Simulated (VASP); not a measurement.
# Ag: single point with PBE

Crystal: Ag.

```xyz
1
Lattice="2.9151 0.0000 0.0000 1.4575 2.5245 0.0000 1.4575 0.8415 2.3801" Properties=species:S:1:pos:R:3 pbc="T T T"
Ag    0.0000    0.0000    0.0000
```

```
Program             : VASP 6.6.1
Task                : single point
Functional          : PBE
Potentials or basis : VASP PAW PBE potentials, release 64 (Ag)
Cutoff              : 520 eV
k mesh              : 12 × 12 × 12
Occupations         : methfessel-paxton, width 0.05 eV
Spin                : no spin polarisation
```

* Pressure: 1.9 GPa
* Band gap on the k mesh: zero (an odd number of electrons rules out a gap without spin polarisation)

Levels at points of the mesh, in eV from the Fermi level:
| k point | band 2 | band 3 | band 4 | band 5 | band 6 | band 7 | band 8 | band 9 | band 10 | band 11 |
| --- | --- | --- | --- | --- | --- | --- | --- | --- | --- | --- |
| (0.00, 0.00, 0.00) | -4.70 | -4.70 | -4.70 | -3.71 | -3.71 | 15.97 | 19.39 | 19.39 | 19.39 | 24.13 |
| (0.50, 0.00, 0.00) | -4.72 | -4.72 | -2.95 | -2.95 | -0.32 | 3.47 | 15.20 | 17.61 | 17.61 | 22.48 |
| (0.50, 0.50, 0.00) | -6.12 | -2.98 | -2.75 | -2.75 | 1.64 | 6.55 | 10.54 | 10.54 | 16.88 | 16.91 |

Wall time 20 s on 1 thread of AMD EPYC 7R13 (shared host), peak memory 0.12 GiB.
